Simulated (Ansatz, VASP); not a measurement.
## One calculation of Nb, two programs

```
CELL_PARAMETERS angstrom
5.36367 0.00000 0.00000
0.00000 5.36367 0.00000
0.00000 0.00000 5.36367
ATOMIC_POSITIONS crystal
Nb 0.00000 0.00000 0.00000
Nb 0.50000 0.50000 0.50000
Nb 0.25000 0.00000 0.50000
Nb 0.75000 0.00000 0.50000
Nb 0.50000 0.25000 0.00000
Nb 0.50000 0.75000 0.00000
Nb 0.00000 0.50000 0.25000
Nb 0.00000 0.50000 0.75000
```

Alike in both runs: functional BLYP; k mesh 5 × 5 × 5; occupations fermi-dirac, width 0.1 eV; no spin polarisation.

Ansatz relaxed the structure, and its values are those at the end. VASP's run is a single point on that final structure, the one shown.

```csv
,VASP,Ansatz
version,VASP 6.6.1,Ansatz 0.2.0
potentials or method,"VASP PAW PBE potentials, release 64 (Nb_sv), cutoff 520 eV","plane waves (420 eV) with PAW, scalar-relativistic"
valence electrons in the cell,104,104
```

```tsv
	VASP	Ansatz	Ansatz less VASP
pressure (GPa)	-0.1	0.0	+0.06
```

VASP's potentials were made for PBE, not for BLYP. The functional is the same, so the differences come from potentials, cutoffs and numerics.
